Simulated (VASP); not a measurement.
Here is a VASP 6.6.1 calculation.

The input INCAR:

```
SYSTEM = ZrB
  PREC = Accurate
  ENCUT = 520
  EDIFF = 1E-6
  ISMEAR = 0
  SIGMA = 0.15
  LREAL = .False.
  LASPH = .True.
  NELM = 60
  ALGO = Normal
  ISIF = 2
  LWAVE = .False.
  LCHARG = .True.
  LELF = .True.
  LVHAR = .True.
  NBANDS = 14
```

The input KPOINTS:

```
regular mesh
0
Gamma
  16 16 16
  0 0 0
```

Contents of POSCAR:

```
ZrB
1.0
    0.0000000000      2.4153850465      2.5040296777
    2.3025865648      0.0000000000      2.5040296777
    2.3025865648      2.4153850465      0.0000000000
Zr B
1 1
Direct
    0.0000000000      0.0000000000      0.0000000000
    0.5000000000      0.5000000000      0.5000000000
```

Potentials or basis: VASP PAW LDA potentials, release 64 (Zr_sv, B).

Command:

```bash
$ cat potpaw_LDA.64/Zr_sv/POTCAR potpaw_LDA.64/B/POTCAR > POTCAR
$ mpirun -np 1 vasp_std > vasp.out
```

(1) Predict the pressure.

Results:

(1) 3.9 GPa.

Caveat: the cell differs from its parent crystal (normal strain along x -0.0467, normal strain along z +0.0367).
